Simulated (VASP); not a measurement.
# WSe2 in VASP: relaxation of shape and atoms at fixed volume with PBEsol

Aim: the relaxation of shape and atoms at fixed volume of WSe2 with PBEsol.

Everything below comes from runs of VASP 6.6.1. Logs are shortened: lines on timing, memory, paths and dates and some standing lists are left out, and cuts for length are marked.

## Step 1: The cell of the first run

The cell holds a slab with vacuum, 9 atoms: a = 3.303 Å, b = 3.303 Å, c = 29.474 Å, α = 90.00°, β = 90.00°, γ = 120.00°.

## Step 2: Relaxation of shape and atoms at fixed volume, PBEsol (30.95 Å³/atom)

The input, INCAR:

```
ALGO = Normal
EDIFF = 1E-7
EDIFFG = -0.01
ENCUT = 600
GGA = PS
IBRION = 2
ISIF = 4
ISMEAR = 0
LASPH = T
LCHARG = F
LREAL = F
LWAVE = F
NELM = 80
NSW = 50
PREC = Accurate
SIGMA = 0.02
```

The input, KPOINTS:

```
k-points
0
Gamma
  12 12 1
```

The input, POSCAR:

```
WSe2
1.0
    3.3032901453      0.0000000000      0.0000000000
   -1.6516450726      2.8607331819      0.0000000000
    0.0000000000      0.0000000000     29.4737266725
W Se
3 6
Direct
    0.6666666667      0.3333333333      0.0000000000
    0.3333333333      0.6666666667      0.7734641533
    0.3333333333      0.6666666667      0.2265358467
    0.3333333333      0.6666666667      0.0573689714
    0.6666666667      0.3333333333      0.8308403010
    0.6666666667      0.3333333333      0.2838341640
    0.3333333333      0.6666666667      0.9426310286
    0.6666666667      0.3333333333      0.7161658360
    0.6666666667      0.3333333333      0.1691596990
```

Potentials or basis: VASP PAW PBE potentials, release 64 (W_sv, Se).

Launch:

```bash
$ cat potpaw_PBE.64/W_sv/POTCAR potpaw_PBE.64/Se/POTCAR > POTCAR
$ mpirun -np 1 vasp_std > vasp.out
```

OUTCAR:

```text
EDIFF = 1E-7
   EDIFFG = -0.01
   ENCUT = 600
   GGA = PS
   IBRION = 2
   ISIF = 4
   ISMEAR = 0
   LASPH = T
   LREAL = F
   NELM = 80
   NSW = 50
   PREC = Accurate

 ion  position               nearest neighbor table
   1  0.667  0.333  0.000-   4 2.55   7 2.55   4 2.55   7 2.55   4 2.55   7 2.55
   2  0.333  0.667  0.773-   8 2.55   8 2.55   8 2.55   5 2.55   5 2.55   5 2.55
   3  0.333  0.667  0.227-   6 2.55   6 2.55   6 2.55   9 2.55   9 2.55   9 2.55
   4  0.333  0.667  0.057-   1 2.55   1 2.55   1 2.55
   5  0.667  0.333  0.831-   2 2.55   2 2.55   2 2.55
   6  0.667  0.333  0.284-   3 2.55   3 2.55   3 2.55
   7  0.333  0.667  0.943-   1 2.55   1 2.55   1 2.55
   8  0.667  0.333  0.716-   2 2.55   2 2.55   2 2.55
   9  0.667  0.333  0.169-   3 2.55   3 2.55   3 2.55

  LATTYP: Found a hexagonal cell.
 ALAT       =     3.3032901453
 C/A-ratio  =     8.9225364337

  Lattice vectors:

 A1 = (   3.3032901453,   0.0000000000,   0.0000000000)
 A2 = (  -1.6516450726,   2.8607331819,   0.0000000000)
 A3 = (   0.0000000000,   0.0000000000,  29.4737266725)

Analysis of symmetry for initial positions (statically):
=====================================================================
 Subroutine PRICEL returns:
 Original cell was already a primitive cell.

 Routine SETGRP: Setting up the symmetry group for a
 hexagonal supercell.

 Subroutine GETGRP returns: Found 12 space group operations
 (whereof 12 operations were pure point group operations)
 out of a pool of 24 trial point group operations.

The static configuration has the point symmetry D_3h.

Analysis of symmetry for dynamics (positions and initial velocities):
=====================================================================
 Subroutine PRICEL returns:
 Original cell was already a primitive cell.

 Routine SETGRP: Setting up the symmetry group for a
 hexagonal supercell.

 Subroutine GETGRP returns: Found 12 space group operations
 (whereof 12 operations were pure point group operations)
 out of a pool of 24 trial point group operations.

The dynamic configuration has the point symmetry D_3h.

 Subroutine INISYM returns: Found 12 space group operations
 (whereof 12 operations are pure point group operations),
 and found     1 'primitive' translations

----------------------------------------------------------------------------------------

                                     Primitive cell

  volume of cell :     278.5218

  direct lattice vectors                    reciprocal lattice vectors
     3.303290145  0.000000000  0.000000000     0.302728479  0.174780369  0.000000000
    -1.651645073  2.860733182  0.000000000     0.000000000  0.349560737  0.000000000
     0.000000000  0.000000000 29.473726672     0.000000000  0.000000000  0.033928523

  length of vectors
     3.303290145  3.303290145 29.473726672     0.349560737  0.349560737  0.033928523

  position of ions in fractional coordinates (direct lattice)
     0.666666667  0.333333333  0.000000000
     0.333333333  0.666666667  0.773464153
     0.333333333  0.666666667  0.226535847
     0.333333333  0.666666667  0.057368971
     0.666666667  0.333333333  0.830840301
     0.666666667  0.333333333  0.283834164
     0.333333333  0.666666667  0.942631029
     0.666666667  0.333333333  0.716165836
     0.666666667  0.333333333  0.169159699

  ion indices of the primitive-cell ions
   primitive index   ion index
                 1           1
                 2           2
                 3           3
                 4           4
                 5           5
                 6           6
                 7           7
                 8           8
                 9           9

----------------------------------------------------------------------------------------

 KPOINTS: k-points

Automatic generation of k-mesh.
 Grid dimensions read from file:
 generate k-points for:   12   12    1

 Generating k-lattice:

  Cartesian coordinates                     Fractional coordinates (reciprocal lattice)
     0.025227373  0.014565031  0.000000000     0.083333333  0.000000000  0.000000000
     0.000000000  0.029130061  0.000000000     0.000000000  0.083333333  0.000000000
     0.000000000  0.000000000  0.033928523     0.000000000  0.000000000  1.000000000

  Length of vectors
     0.029130061  0.029130061  0.033928523

  Shift w.r.t. Gamma in fractional coordinates (k-lattice)
     0.000000000  0.000000000  0.000000000

 Subroutine IBZKPT returns following result:
 ===========================================

 Found     19 irreducible k-points:

 Following reciprocal coordinates:
            Coordinates               Weight
  0.000000  0.000000  0.000000      1.000000
  0.083333 -0.000000  0.000000      6.000000
  0.166667 -0.000000  0.000000      6.000000
  0.250000 -0.000000  0.000000      6.000000
  0.333333 -0.000000  0.000000      6.000000
  0.416667 -0.000000  0.000000      6.000000
[... 11 lines left out ...]
  0.333333  0.250000  0.000000     12.000000
  0.333333  0.333333  0.000000      2.000000
   k-points           NKPTS =     19   k-points in BZ     NKDIM =     19   number of bands    NBANDS=     46
   number of dos      NEDOS =    301   number of ions     NIONS =      9
   total plane-waves  NPLWV = 188160
   dimension x,y,z NGX =    28 NGY =   28 NGZ =  240
   dimension x,y,z NGXF=    56 NGYF=   56 NGZF=  480
   ions per type =               3   6
   NGX,Y,Z   is equivalent  to a cutoff of  14.09, 14.09, 13.54 a.u.
   NGXF,Y,Z  is equivalent  to a cutoff of  28.18, 28.18, 27.07 a.u.
 SYSTEM =  unknown system
   PREC   = accura    normal or accurate (medium, high low for compatibility)
   ISTART =      0    job   : 0-new  1-cont  2-samecut
   ICHARG =      2    charge: 1-file 2-atom 10-const
   ISPIN  =      1    spin polarized calculation?
   LNONCOLLINEAR =      F non collinear calculations
   LSORBIT =      F    spin-orbit coupling
   LASPH  =      T    aspherical Exc in radial PAW
   ENCUT  =  600.0 eV  44.10 Ry    6.64 a.u.   6.60  6.60 58.87*2*pi/ulx,y,z
   NELM   =     80;   NELMIN=  2; NELMDL= -5     # of ELM steps
   EDIFF  = 0.1E-06   stopping-criterion for ELM
   LREAL  =      F    real-space projection
   EDIFFG = -.1E-01   stopping-criterion for IOM
   NSW    =     50    number of steps for IOM
   IBRION =      2    ionic relax: 0-MD 1-quasi-New 2-CG
   NFREE  =      1    steps in history (QN), initial steepest desc. (CG)
   ISIF   =      4    stress and relaxation
   ISYM   =      2    0-nonsym 1-usesym 2-fastsym
   POTIM  = 0.5000    time-step for ionic-motion
   TEBEG  =    0.0;   TEEND  =   0.0 temperature during run
   PSTRESS=    0.0 pullay stress
   NELECT =      78.0000    total number of electrons
   NUPDOWN=      -1.0000    fix difference up-down
   EMIN   =  10.00;   EMAX   =-10.00  energy-range for DOS
   EFERMI =   0.00;   METHOD = LEGACY
   ISMEAR =     0;   SIGMA  =   0.02  broadening in eV -4-tet -1-fermi 0-gaus
   EFERMI_NEDOS =   21; number of points for ismear=-14 and -15
   IALGO  =     38    algorithm
   IMIX   =      4    mixing-type and parameters
     AMIX     =   0.40;   BMIX     =  1.00
     AMIX_MAG =   1.60;   BMIX_MAG =  1.00
  volume/ion in A,a.u.               =      30.95       208.84
  Fermi-wavevector in a.u.,A,eV,Ry     =   1.071075  2.024039 15.608634  1.147202
  Thomas-Fermi vector in A             =   2.206805
   LORBIT       =      0    0 simple, 1 ext, 2 COOP (PROOUT), +10 PAW based schemes
   GGA     = PS    functional components
   LHFCALC =     F    Hartree Fock is set to
   AEXX    =    0.0000 exact exchange contribution
   IVDW    =     0    specifies the selected vdW correction
   LEPSILON=     F    determine dielectric tensor
   LRPA    =     F    only Hartree local field effects (RPA)
 conjugate gradient relaxation of ions
 non-spin polarized calculation
 Gauss-broadening in eV      SIGMA  =   0.02
  energy-cutoff  :      600.00
  volume of cell :      278.52
 maximum number of plane-waves:      9453
 NGX is ok and might be reduce to    28
   NGX = 13   NGY = 13   NGZ =117

--------------------------------------- Ionic step        1  -------------------------------------------

 number of electron      78.0000001 magnetization

 Free energy of the ion-electron system (eV)
  ---------------------------------------------------
  ext. energy  EPLUGINS =         0.00000000
  ---------------------------------------------------
  free energy    TOTEN  =       -69.73307170 eV

  energy without entropy =      -69.73307170  energy(sigma->0) =      -69.73307170

------------------------ aborting loop because EDIFF is reached ----------------------------------------

  FORCE on cell =-STRESS in cart. coord.  units (eV):
  Direction    XX          YY          ZZ          XY          YZ          ZX
  --------------------------------------------------------------------------------------
  -------------------------------------------------------------------------------------
  Total       -3.9878444     -3.9878444     -4.5453272     -0.0000000      0.0000000      0.0000000
  in kB      -22.9398019    -22.9398019    -26.1466834     -0.0000000      0.0000000      0.0000000
  external PRESSURE =     -24.0087624 kB  Pullay stress =       0.0000000 kB
[... 110 lines left out ...]
  FREE ENERGIE OF THE ION-ELECTRON SYSTEM (eV)
  ---------------------------------------------------
  free  energy   TOTEN  =       -69.7610310111 eV

  energy  without entropy=      -69.7610310111  energy(sigma->0) =      -69.76103101

[... ionic steps 4 to 27 ...]

--------------------------------------- Ionic step       28  -------------------------------------------

 number of electron      77.9999996 magnetization

------------------------ aborting loop because EDIFF is reached ----------------------------------------

  FORCE on cell =-STRESS in cart. coord.  units (eV):
  Direction    XX          YY          ZZ          XY          YZ          ZX
  --------------------------------------------------------------------------------------
  -------------------------------------------------------------------------------------
  Total       -0.3429598     -0.3429598     -0.5967250      0.0000000     -0.0000000     -0.0000000
  in kB       -1.9728526     -1.9728526     -3.4326200      0.0000000     -0.0000000     -0.0000000
  external PRESSURE =      -2.4594417 kB  Pullay stress =       0.0000000 kB
[... 71 lines left out ...]
  energy  without entropy=      -69.7887378976  energy(sigma->0) =      -69.78873790

--------------------------------------- Ionic step       30  -------------------------------------------

 number of electron      78.0000001 magnetization

 Free energy of the ion-electron system (eV)
  ---------------------------------------------------
  ext. energy  EPLUGINS =         0.00000000
  ---------------------------------------------------
  free energy    TOTEN  =       -69.78874328 eV

  energy without entropy =      -69.78874328  energy(sigma->0) =      -69.78874328

 E-fermi :   2.3622     XC(G=0):  -7.4475

 val. band max:        2.1781003198   @ k =   0.0000   0.0000   0.0000
 cond. band min:       3.4065717430   @ k =   0.1667   0.1667   0.0000
 fundamental gap:      1.2284714232
 Fermi energy:         2.3622085153

 k-point     1 :       0.0000    0.0000    0.0000
  band No.  band energies     occupation
      1     -71.9221      2.00000
      2     -71.9196      2.00000
      3     -71.9196      2.00000
      4     -36.1830      2.00000
      5     -36.1808      2.00000
      6     -36.1808      2.00000
[... 956 lines left out ...]
  FREE ENERGIE OF THE ION-ELECTRON SYSTEM (eV)
  ---------------------------------------------------
  free  energy   TOTEN  =       -69.7887432789 eV

  energy  without entropy=      -69.7887432789  energy(sigma->0) =      -69.78874328

 reached required accuracy - stopping structural energy minimisation
```

Run time: 79 min. Hardware: 1 thread of Intel Xeon 6975P-C (Granite Rapids), shared host; peak memory 0.68 GiB.

Results:

```
Free energy                  : -69.7887 eV
Energy gained by relaxing    : 6.2 meV/atom
Ionic steps                  : 30
Largest force after relaxing : 0.009 eV/Å
Band gap on the k mesh       : 1.23 eV (least direct gap 1.62 eV)
```

Forces on the atoms (eV/Å):
```
W    0.000  0.000  0.000
W    0.000  0.000 -0.003
W    0.000  0.000  0.003
Se   0.000  0.000 -0.009
Se   0.000  0.000 -0.003
Se   0.000  0.000 -0.003
Se   0.000  0.000  0.009
Se   0.000  0.000  0.003
Se   0.000  0.000  0.003
```

The path:
```csv
step,energy change (eV),largest force (eV/Å),pressure (GPa),volume (Å³)
1,0.0000,0.4381,-2.40,278.52
2,-0.0280,0.0417,-1.20,278.52
3,-0.0280,0.0363,-1.18,278.52
4,-0.0423,0.0267,-0.78,278.52
5,-0.0500,0.0362,-0.19,278.52
6,-0.0500,0.0632,-0.25,278.52
7,-0.0501,0.0162,-0.22,278.52
8,-0.0501,0.0174,-0.22,278.52
9,-0.0501,0.0133,-0.23,278.52
10,-0.0501,0.0255,-0.25,278.52
11,-0.0501,0.0254,-0.25,278.52
12,-0.0502,0.0256,-0.25,278.52
13,-0.0503,0.0265,-0.26,278.52
14,-0.0504,0.0279,-0.26,278.52
15,-0.0507,0.0303,-0.28,278.52
16,-0.0512,0.0355,-0.30,278.52
17,-0.0519,0.0459,-0.36,278.52
18,-0.0518,0.0788,-0.46,278.52
19,-0.0521,0.0576,-0.40,278.52
20,-0.0521,0.0538,-0.40,278.52
21,-0.0523,0.0484,-0.41,278.52
22,-0.0526,0.0374,-0.42,278.52
23,-0.0529,0.0524,-0.43,278.52
24,-0.0529,0.0737,-0.44,278.52
25,-0.0533,0.0665,-0.42,278.52
26,-0.0542,0.0594,-0.37,278.52
27,-0.0551,0.0603,-0.27,278.52
28,-0.0551,0.0666,-0.25,278.52
29,-0.0557,0.0140,-0.06,278.52
30,-0.0557,0.0091,-0.04,278.52
```

Final structure:
```
W Se
1.0
     3.27457    0.00000    0.00000
    -1.63729    2.83586    0.00000
     0.00000    0.00000   29.99298
W Se
3 6
Cartesian
  1.6373 0.9453 29.9930
  0.0000 1.8906 23.3950
  0.0000 1.8906 6.5980
  0.0000 1.8906 1.6767
  1.6373 0.9453 25.0716
  1.6373 0.9453 8.2724
  0.0000 1.8906 28.3163
  1.6373 0.9453 21.7206
  1.6373 0.9453 4.9214
```

Levels at points of the mesh, in eV from the valence-band top:
```tsv
k point	band 37	band 38	band 39	band 40	band 41	band 42
(0.00, 0.00, 0.00)	-0.81	-0.29	0.00	2.87	2.87	2.89
(0.50, 0.00, 0.00)	-1.08	-1.00	-0.93	2.35	2.37	2.38
```

Caveat: there is no dipole correction, which matters where the two faces differ; the relaxation moved the vacuum too, so the length across it says nothing of the material; the PAW data sets were made with another functional, which shifts forces and pressure a little; spin-orbit coupling is left out, which moves the levels of the heavy elements.
